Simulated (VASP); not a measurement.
Crystal: AgCl.

```
Ag Cl
1.0
     4.51840    0.00000    0.00000
    -2.25920    3.91305    0.00000
     0.00000    0.00000    5.94050
Ag Cl
2 2
Direct
  0.33333 0.66667 0.25000
  0.66667 0.33333 0.75000
  0.66667 0.33333 0.25000
  0.33333 0.66667 0.75000
```

This cell differs from its parent crystal: uniaxial z strain +3.8%.

Base run:

| Property | Result |
| --- | --- |
| Program | VASP 6.6.1 |
| Functional | PBE |
| Potentials or basis | VASP PAW PBE potentials, release 64 (Ag, Cl) |
| Cutoff | 520 eV |
| k mesh | 6 × 6 × 4 |
| Occupations | fermi-dirac, width 0.02 eV |
| Spin | no spin polarisation |

Its results: band gap on the k mesh 1.34 eV; pressure 0.0 GPa.

The run is repeated on the same cell with these changes: functional from PBE to r2SCAN; occupations from fermi-dirac, width 0.02 eV to gaussian, width 0.01 eV. What comes out?

Band gap on the k mesh 1.73 eV; pressure -1.2 GPa.

Caveats: the PAW data sets were made with another functional, which shifts forces and pressure a little (at least some runs).

